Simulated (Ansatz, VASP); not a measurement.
**One calculation of Na, two programs**

```xyz
1
Lattice="0.0000 2.7388 2.7388 2.7388 0.0000 2.7388 2.7388 2.7388 0.0000" Properties=species:S:1:pos:R:3 pbc="T T T"
Na    0.0000    0.0000    0.0000
```

Alike in both runs: task single point; functional RPBE; k mesh 11 × 11 × 11; occupations fermi-dirac, width 0.1 eV; no spin polarisation.

|  | VASP | Ansatz |
| --- | --- | --- |
| version | VASP 6.6.1 | Ansatz 0.2.0 |
| potentials or method | VASP PAW PBE potentials, release 64 (Na_pv), cutoff 520 eV | plane waves (420 eV) with PAW, scalar-relativistic |
| valence electrons in the cell | 7 | 9 |

```tsv
	VASP	Ansatz	Ansatz less VASP
pressure (GPa)	-0.2	-0.2	0.00
```

VASP's potentials were made for PBE, not for RPBE. The functional is the same, so the differences come from potentials, cutoffs and numerics. VASP's potentials hold 7 valence electrons a cell and Ansatz's 9, so a difference there can come from the potentials and not from the codes.
